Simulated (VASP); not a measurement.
Runs of VASP 6.6.1 on Si3Ge. The structure is that of space group R3m (No. 160), or close to it. The cells are those of the table. 

```csv
level,cell,k mesh,gap on the mesh (eV),pressure (GPa),largest force (eV/Å)
PBE,"a = 6.726 Å, angles 33.6°, 4 atoms",8 × 8 × 8,0.57,1.8,(c)
r2SCAN,"a = 6.589 Å, angles 33.6°, 4 atoms",6 × 6 × 6,(b),6.3,0.03
r2SCAN,"a = 6.726 Å, angles 33.6°, 4 atoms",8 × 8 × 8,0.77,-0.1,(a)
PBE,"a = 6.774 Å, angles 33.6°, 4 atoms",6 × 6 × 6,0.60,-0.1,0.01
PBE,"a = 6.907 Å, angles 33.6°, 4 atoms",6 × 6 × 6,0.64,-4.2,0.03
```

Alike in all rows: task single point; potentials or basis VASP PAW PBE potentials, release 64 (Si, Ge_d); no spin polarisation; cutoff (eV) 520; smearing gaussian 0.01 eV.

Q: Fill in the values left out.

A: (a) 0.02; (b) 0.69; (c) 0.08.

Caveats: the PAW data sets were made with another functional, which shifts forces and pressure a little (some runs).

A k mesh can miss the band edges, and the runs leave out spin-orbit coupling on Ge.
